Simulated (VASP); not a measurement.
The system is SrTi.

```
Sr Ti
1.0
     0.00000    2.88145    2.88145
     2.88145    0.00000    2.88145
     2.88145    2.88145    0.00000
Sr Ti
1 1
Direct
  0.00000 0.00000 0.00000
  0.50000 0.50000 0.50000
```

- Program: VASP 6.6.1
- Task: relaxation of cell and atoms
- Functional: PBE
- Potentials or basis: VASP PAW PBE potentials, release 64 (Sr_sv, Ti_sv)
- Cutoff: 600 eV
- k mesh: 6 × 6 × 6
- Occupations: gaussian, width 0.1 eV
- Spin: no spin polarisation

At the start: pressure 12.0 GPa; volume 23.92 Å³/atom.

**Question.** How do energy, volume and symmetry change on relaxing?

**Answer.** Over 4 steps the energy falls by 298.1 meV/atom and the volume is 34.17 Å³/atom (+42.8 %); space group Fm-3m (No. 225, to 0.1 Å) before and after.

The path:
```csv
step,energy change (eV),largest force (eV/Å),pressure (GPa),volume (Å³)
1,0.0000,0.0000,12.00,47.85
2,-0.5506,0.0000,2.41,61.36
3,-0.5831,0.0000,-1.00,71.89
4,-0.5962,0.0000,-0.12,68.34
```

Final structure:
```yaml
crystal:
  lattice:
    - [0.00000, 3.24494, 3.24494]
    - [3.24494, 0.00000, 3.24494]
    - [3.24494, 3.24494, 0.00000]
  atoms:
    - { symbol: Sr, position: [0.00000, 0.00000, 0.00000] }
    - { symbol: Ti, position: [0.50000, 0.50000, 0.50000] }
```

Caveat: the volume moved by over 15 % at a fixed basis, so the end points are rough.
